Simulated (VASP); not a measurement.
# Sn (Im-3m) in VASP: further runs, part 2 of 2

VASP 6.6.1. Earlier steps stand in the parts before.

## (5) Single point, PBE+D3(BJ)

This run uses another cell than the first one, of 26.26 Å³/atom, 0.965 times its volume.

INCAR

```
PREC     = Accurate       # precision mode
ENCUT    = 520            # plane-wave cutoff, eV
EDIFF    = 1E-6           # SCF threshold, eV
ISMEAR   = -1             # smearing method
SIGMA    = 0.05           # smearing width, eV
LREAL    = F              # projectors in reciprocal space
LASPH    = T              # aspherical terms in the spheres
NELM     = 60             # most SCF steps
ALGO     = Normal         # electronic algorithm
ISIF     = 2              # what is computed and relaxed
LWAVE    = F              # write WAVECAR
LCHARG   = F              # write CHGCAR
GGA      = PE             # functional
IVDW     = 12             # dispersion correction
NBANDS   = 13             # bands
```

KPOINTS

```
regular mesh
0
Gamma
  10 10 10
```

POSCAR

```
Sn
1.0
   -1.8724377043      1.8724377043      1.8724377043
    1.8724377043     -1.8724377043      1.8724377043
    1.8724377043      1.8724377043     -1.8724377043
Sn
1
Direct
    0.0000000000      0.0000000000      0.0000000000
```

Potentials or basis: VASP PAW PBE potentials, release 64 (Sn_d).

The run is started by

```console
$ cat potpaw_PBE.64/Sn_d/POTCAR > POTCAR
$ mpirun -np 1 vasp_std > vasp.out
```

OUTCAR:

```text
PREC = Accurate
   ENCUT = 520
   EDIFF = 1E-6
   ISMEAR = -1
   LREAL = F
   LASPH = T
   NELM = 60
   ISIF = 2
   GGA = PE
   IVDW = 12
 IVDW          = 12

 ion  position               nearest neighbor table
   1  0.000  0.000  0.000-

  LATTYP: Found a body centered cubic cell.
 ALAT       =     3.7448754086

  Lattice vectors:

 A1 = (  -1.8724377043,   1.8724377043,   1.8724377043)
 A2 = (   1.8724377043,  -1.8724377043,   1.8724377043)
 A3 = (   1.8724377043,   1.8724377043,  -1.8724377043)

Analysis of symmetry for initial positions (statically):
=====================================================================
 Subroutine PRICEL returns:
 Original cell was already a primitive cell.

 Routine SETGRP: Setting up the symmetry group for a
 body centered cubic supercell.

 Subroutine GETGRP returns: Found 48 space group operations
[... 9 lines left out ...]

 Routine SETGRP: Setting up the symmetry group for a
 body centered cubic supercell.

 Subroutine GETGRP returns: Found 48 space group operations
[... 11 lines left out ...]
                                     Primitive cell

  volume of cell :      26.2592

  direct lattice vectors                    reciprocal lattice vectors
    -1.872437704  1.872437704  1.872437704     0.000000000  0.267031581  0.267031581
     1.872437704 -1.872437704  1.872437704     0.267031581  0.000000000  0.267031581
     1.872437704  1.872437704 -1.872437704     0.267031581  0.267031581  0.000000000

  length of vectors
     3.243157238  3.243157238  3.243157238     0.377639683  0.377639683  0.377639683

  position of ions in fractional coordinates (direct lattice)
     0.000000000  0.000000000  0.000000000

  ion indices of the primitive-cell ions
   primitive index   ion index
                 1           1

----------------------------------------------------------------------------------------

 KPOINTS: regular mesh

Automatic generation of k-mesh.
 Grid dimensions read from file:
 generate k-points for:   10   10   10

 Generating k-lattice:

  Cartesian coordinates                     Fractional coordinates (reciprocal lattice)
     0.000000000  0.026703158  0.026703158     0.100000000  0.000000000  0.000000000
     0.026703158  0.000000000  0.026703158     0.000000000  0.100000000  0.000000000
     0.026703158  0.026703158  0.000000000     0.000000000  0.000000000  0.100000000

  Length of vectors
     0.037763968  0.037763968  0.037763968

  Shift w.r.t. Gamma in fractional coordinates (k-lattice)
     0.000000000  0.000000000  0.000000000

 Subroutine IBZKPT returns following result:
 ===========================================

 Found     47 irreducible k-points:

 Following reciprocal coordinates:
            Coordinates               Weight
  0.000000  0.000000  0.000000      1.000000
  0.100000  0.000000  0.000000     12.000000
  0.200000  0.000000  0.000000     12.000000
  0.300000  0.000000  0.000000     12.000000
  0.400000  0.000000  0.000000     12.000000
  0.500000  0.000000  0.000000      6.000000
[... 16 lines left out ...]
  0.300000  0.300000  0.100000      8.000000
 -0.300000  0.300000  0.100000     24.000000
 [... further k-points ...]
   k-points           NKPTS =     47   k-points in BZ     NKDIM =     47   number of bands    NBANDS=     13
   number of dos      NEDOS =    301   number of ions     NIONS =      1
   total plane-waves  NPLWV =  13824
   dimension x,y,z NGX =    24 NGY =   24 NGZ =   24
   dimension x,y,z NGXF=    48 NGYF=   48 NGZF=   48
   ions per type =               1
   NGX,Y,Z   is equivalent  to a cutoff of  12.30, 12.30, 12.30 a.u.
   NGXF,Y,Z  is equivalent  to a cutoff of  24.61, 24.61, 24.61 a.u.
 SYSTEM =  unknown system
   PREC   = accura    normal or accurate (medium, high low for compatibility)
   ISTART =      0    job   : 0-new  1-cont  2-samecut
   ICHARG =      2    charge: 1-file 2-atom 10-const
   ISPIN  =      1    spin polarized calculation?
   LNONCOLLINEAR =      F non collinear calculations
   LSORBIT =      F    spin-orbit coupling
   LASPH  =      T    aspherical Exc in radial PAW
   ENCUT  =  520.0 eV  38.22 Ry    6.18 a.u.   6.03  6.03  6.03*2*pi/ulx,y,z
   NELM   =     60;   NELMIN=  2; NELMDL= -5     # of ELM steps
   EDIFF  = 0.1E-05   stopping-criterion for ELM
   LREAL  =      F    real-space projection
   EDIFFG = 0.1E-04   stopping-criterion for IOM
   NSW    =      0    number of steps for IOM
   IBRION =     -1    ionic relax: 0-MD 1-quasi-New 2-CG
   NFREE  =      0    steps in history (QN), initial steepest desc. (CG)
   ISIF   =      2    stress and relaxation
   ISYM   =      2    0-nonsym 1-usesym 2-fastsym
   POTIM  = 0.5000    time-step for ionic-motion
   TEBEG  =    0.0;   TEEND  =   0.0 temperature during run
   PSTRESS=    0.0 pullay stress
   NELECT =      14.0000    total number of electrons
   NUPDOWN=      -1.0000    fix difference up-down
   EMIN   =  10.00;   EMAX   =-10.00  energy-range for DOS
[... 5 lines left out ...]
     AMIX     =   0.40;   BMIX     =  1.00
     AMIX_MAG =   1.60;   BMIX_MAG =  1.00
  volume/ion in A,a.u.               =      26.26       177.21
  Fermi-wavevector in a.u.,A,eV,Ry     =   1.327466  2.508547 23.975731  1.762166
  Thomas-Fermi vector in A             =   2.456776
   LORBIT       =      0    0 simple, 1 ext, 2 COOP (PROOUT), +10 PAW based schemes
   GGA     = PE    functional components
   LHFCALC =     F    Hartree Fock is set to
   AEXX    =    0.0000 exact exchange contribution
   IVDW    =    12    specifies the selected vdW correction
   LEPSILON=     F    determine dielectric tensor
   LRPA    =     F    only Hartree local field effects (RPA)
 non-spin polarized calculation
  energy-cutoff  :      520.00
  volume of cell :       26.26
 maximum number of plane-waves:       719
   NGX = 13   NGY = 13   NGZ = 13

 number of electron      13.9999991 magnetization

 Free energy of the ion-electron system (eV)
  ---------------------------------------------------
  ext. energy  EPLUGINS =         0.00000000
  ---------------------------------------------------
  free energy    TOTEN  =        -3.75335809 eV

  energy without entropy =       -3.74663548  energy(sigma->0) =       -3.74999678

 E-fermi :   8.4934     XC(G=0): -10.5323

 val. band max:        8.4701222390   @ k =   0.2000   0.2000   0.2000
 cond. band min:       8.5041820992   @ k =  -0.4000   0.4000   0.4000
 fundamental gap:      0.0340598602
 Fermi energy:         8.4933923597

 k-point     1 :       0.0000    0.0000    0.0000
  band No.  band energies     occupation
      1     -13.0814      2.00000
      2     -13.0814      2.00000
      3     -13.0814      2.00000
      4     -12.9281      2.00000
      5     -12.9281      2.00000
      6      -2.8286      2.00000
      7      16.8078      0.00000
      8      16.8078      0.00000
      9      16.8078      0.00000
     10      20.7002      0.00000
     11      20.7002      0.00000
     12      20.7002      0.00000
     13      21.5023      0.00000

 k-point     2 :       0.1000    0.0000    0.0000
  band No.  band energies     occupation
      1     -13.0863      2.00000
      2     -13.0745      2.00000
      3     -13.0584      2.00000
      4     -12.9335      2.00000
      5     -12.9287      2.00000
      6      -2.6040      2.00000
      7      14.9935      0.00000
      8      15.9685      0.00000
      9      16.4893      0.00000
     10      19.1769      0.00000
     11      19.5094      0.00000
     12      20.3899      0.00000
     13      22.2447      0.00000
[... 321 lines left out ...]
 k-point    23 :       0.3000    0.3000    0.1000
  band No.  band energies     occupation
      1     -13.0835      2.00000
      2     -12.9748      2.00000
      3     -12.9748      2.00000
      4     -12.9286      2.00000
      5     -12.9286      2.00000
      6       3.1833      2.00000
      7       6.1266      2.00000
      8       6.1266      2.00000
      9      10.1652      0.00000
     10      22.9293      0.00000
     11      23.6040      0.00000
     12      23.6040      0.00000
     13      27.4777      0.00000

 k-point    24 :      -0.3000    0.3000    0.1000
  band No.  band energies     occupation
      1     -13.0905      2.00000
      2     -13.0417      2.00000
      3     -12.9641      2.00000
      4     -12.9375      2.00000
      5     -12.9248      2.00000
      6      -0.5814      2.00000
      7       8.7084      0.02676
      8      12.4862      0.00000
      9      13.8239      0.00000
     10      17.6897      0.00000
     11      18.6853      0.00000
     12      19.6856      0.00000
     13      25.5907      0.00000

 [... further k-points ...]

------------------------ aborting loop because EDIFF is reached ----------------------------------------

 Edisp (eV)   -0.39829

 E8    (eV) :    -0.1910

  FORCE on cell =-STRESS in cart. coord.  units (eV):
  Direction    XX          YY          ZZ          XY          YZ          ZX
  --------------------------------------------------------------------------------------
  -------------------------------------------------------------------------------------
  Total      -0.00197    -0.00197    -0.00197    -0.00000    -0.00000     0.00000
  in kB      -0.11994    -0.11994    -0.11994    -0.00000    -0.00000     0.00000
  external pressure =       -0.12 kB  Pullay stress =        0.00 kB

 VOLUME and BASIS-vectors are now :
 -----------------------------------------------------------------------------
  energy-cutoff  :      520.00
  volume of cell :       26.26
      direct lattice vectors                 reciprocal lattice vectors
    -1.872437704  1.872437704  1.872437704     0.000000000  0.267031581  0.267031581
     1.872437704 -1.872437704  1.872437704     0.267031581  0.000000000  0.267031581
     1.872437704  1.872437704 -1.872437704     0.267031581  0.267031581  0.000000000

 POSITION                                       TOTAL-FORCE (eV/Angst)
 -----------------------------------------------------------------------------------
      0.00000      0.00000      0.00000         0.000000      0.000000      0.000000
 -----------------------------------------------------------------------------------
    total drift:                                0.000000      0.000000     -0.000000

  FREE ENERGIE OF THE ION-ELECTRON SYSTEM (eV)
  ---------------------------------------------------
  free  energy   TOTEN  =        -4.1516516002 eV

  energy  without entropy=       -4.1449289860  energy(sigma->0) =       -4.14829029
```

It took 11 s on 1 thread of Intel Xeon 8259CL, shared host; peak memory 0.15 GiB.

What came out:

```
Free energy                : -4.1517 eV
Pressure                   : 0.0 GPa
Band gap on the k mesh     : zero (band 7 reaches 16.81 eV, above the bottom of band 8 at 6.13 eV)
Dispersion energy per atom : -0.398 eV
```

Levels at points of the mesh, in eV from the Fermi level:
```csv
k point,band 3,band 4,band 5,band 6,band 7,band 8,band 9,band 10,band 11,band 12
"(0.00, 0.00, 0.00)",-21.57,-21.42,-21.42,-11.32,8.31,8.31,8.31,12.21,12.21,12.21
"(0.50, 0.00, 0.00)",-21.43,-21.43,-21.33,-6.43,-4.58,3.74,5.59,8.18,8.39,15.30
"(0.50, 0.50, 0.50)",-21.35,-21.35,-21.35,-2.25,-0.50,-0.50,-0.50,3.84,3.84,18.41
```

Caveat: spin-orbit coupling is left out, which moves the levels of the heavy elements; pairwise dispersion overbinds metals, which lowers pressure and volume.

## (6) Single point, PBE+D4

This run uses another cell than the first one, of 26.23 Å³/atom, 0.964 times its volume.

INCAR

```
PREC = Accurate ; ENCUT = 520
EDIFF = 1E-7 ; ISMEAR = -1
SIGMA = 0.05 ; LREAL = False
LASPH = True ; NELM = 80
ALGO = Normal ; ISIF = 2
LWAVE = False ; LCHARG = False
GGA = PE ; IVDW = 13
NBANDS = 13
```

KPOINTS is that of step 5.

POSCAR

```
Sn
1.0
   -1.8717316018      1.8717316018      1.8717316018
    1.8717316018     -1.8717316018      1.8717316018
    1.8717316018      1.8717316018     -1.8717316018
Sn
1
Direct
    0.0000000000      0.0000000000      0.0000000000
```

Potentials or basis: VASP PAW PBE potentials, release 64 (Sn_d).

The run is started by

```console
$ cat potpaw_PBE.64/Sn_d/POTCAR > POTCAR
$ mpirun -np 1 vasp_std > vasp.out
```

Run time: 13 s. Hardware: 1 thread of Intel Xeon 8259CL, shared host; peak memory 0.14 GiB.

Results (log left out):

- Free energy: -4.1886 eV
- Pressure: -0.1 GPa
- Band gap on the k mesh: zero (band 7 reaches 16.83 eV, above the bottom of band 8 at 6.14 eV)
- Dispersion energy per atom: -0.436 eV

Levels at points of the mesh, in eV from the Fermi level:
```
           k point  band 3  band 4  band 5  band 6  band 7  band 8  band 9  band 10  band 11  band 12
(0.00, 0.00, 0.00)  -21.58  -21.42  -21.42  -11.33    8.33    8.33    8.33    12.21    12.21    12.21
(0.50, 0.00, 0.00)  -21.43  -21.43  -21.33   -6.43   -4.59    3.75    5.59     8.18     8.39    15.31
(0.50, 0.50, 0.50)  -21.35  -21.35  -21.35   -2.24   -0.50   -0.50   -0.50     3.84     3.84    18.41
```

Caveat: spin-orbit coupling is left out, which moves the levels of the heavy elements; pairwise dispersion overbinds metals, which lowers pressure and volume.

## (7) The runs side by side

```tsv
task	level	cell	k mesh	cutoff (eV)	smearing	grid for exact exchange (PRECFOCK)	gap on the mesh (eV)	pressure (GPa)
single point	PBE	a = 3.282 Å, angles 109.5°, 1 atom	10 × 10 × 10	500	gaussian 0.015 eV	-	none	0.6
single point	PBE	a = 3.282 Å, angles 109.5°, 1 atom	10 × 10 × 10	500	gaussian 0.025 eV	-	none	0.6
relaxation of cell and atoms	HF	relaxed from a = 3.282 Å, angles 109.5°, 1 atom	5 × 5 × 5	600	fermi-dirac 0.05 eV	Normal	none	0.0
single point	PBE+D3(BJ)	a = 3.243 Å, angles 109.5°, 1 atom	10 × 10 × 10	520	fermi-dirac 0.05 eV	-	none	0.0
single point	PBE+D4	a = 3.242 Å, angles 109.5°, 1 atom	10 × 10 × 10	520	fermi-dirac 0.05 eV	-	none	-0.1
```

Alike in all rows: potentials or basis VASP PAW PBE potentials, release 64 (Sn_d); no spin polarisation.

Caveats: some runs use coarse meshes; spin-orbit coupling is left out, which moves the levels of the heavy elements; pairwise dispersion overbinds metals, which lowers pressure and volume (some runs); the volume moved by over 15 % at a fixed basis, so the end points are rough (some runs); the PAW data sets were made with another functional, which shifts forces and pressure a little (some runs).

Absolute energies hang on the potentials; compare differences alone.
